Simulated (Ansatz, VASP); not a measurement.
**N in VASP and in Ansatz**

File INCAR:

```
SYSTEM = N
  ALGO = Normal
  EDIFF = 1E-6
  ENCUT = 520
  GGA = PE
  ISIF = 2
  ISMEAR = 0
  LASPH = .True.
  LCHARG = .False.
  LREAL = .False.
  LWAVE = .False.
  NBANDS = 18
  NELM = 100
  PREC = Accurate
  SIGMA = 0.01
```

File KPOINTS:

```
k-points
0
Gamma
  4 4 2
  0 0 0
```

POSCAR

```
N
1.0
    4.1672000000      0.0000000000      0.0000000000
   -2.0836000000      3.6089000000      0.0000000000
    0.0000000000      0.0000000000      7.0060000000
N
4
Direct
    0.3333333333      0.6666666667      0.3439000000
    0.3333333333      0.6666666667      0.1711000000
    0.6666666667      0.3333333333      0.8289000000
    0.6666666667      0.3333333333      0.6711000000
```

Input for Ansatz:

```yaml
crystal:
  lattice:
    - [4.1672, 0.0, 0.0]
    - [-2.0836, 3.6089, 0.0]
    - [0.0, 0.0, 7.006]
  atoms:
    - { symbol: "N", position: [0.3333333333333333, 0.6666666666666666, 0.3439000000000001] }
    - { symbol: "N", position: [0.3333333333333333, 0.6666666666666666, 0.1711] }
    - { symbol: "N", position: [0.6666666666666666, 0.3333333333333333, 0.8289] }
    - { symbol: "N", position: [0.6666666666666666, 0.3333333333333333, 0.6711] }
kpoints:
  mp_grid:
    grid: [4, 4, 2]
hamiltonian:
  xc: pbe
scf:
  occupations:
    method: fixed
output:
  forces: true
```

Alike in both runs: task single point; functional PBE; k mesh 4 × 4 × 2; no spin polarisation.

```csv
,VASP,Ansatz
version,VASP 6.6.1,Ansatz 0.2.0
potentials or method,"VASP PAW PBE potentials, release 64 (N)","plane waves, PAW"
plane-wave cutoff (eV),520,420
occupations,"gaussian, width 0.01 eV",fixed
valence electrons in the cell,20,20
```

|  | VASP | Ansatz | Ansatz less VASP |
| --- | --- | --- | --- |
| gap on the k mesh at the Fermi level (eV) | 6.26 | 6.31 | +0.041 |
| rms of the force components (eV/Å) | 4.169 | 4.285 | +0.1156 |

Atom by atom the forces differ by 0.692 eV/Å (rms over components).

The k mesh is coarse, so the values compare programs but aren't converged. Noted on VASP's run: the standard files for N, O and F lose accuracy on very short bonds.
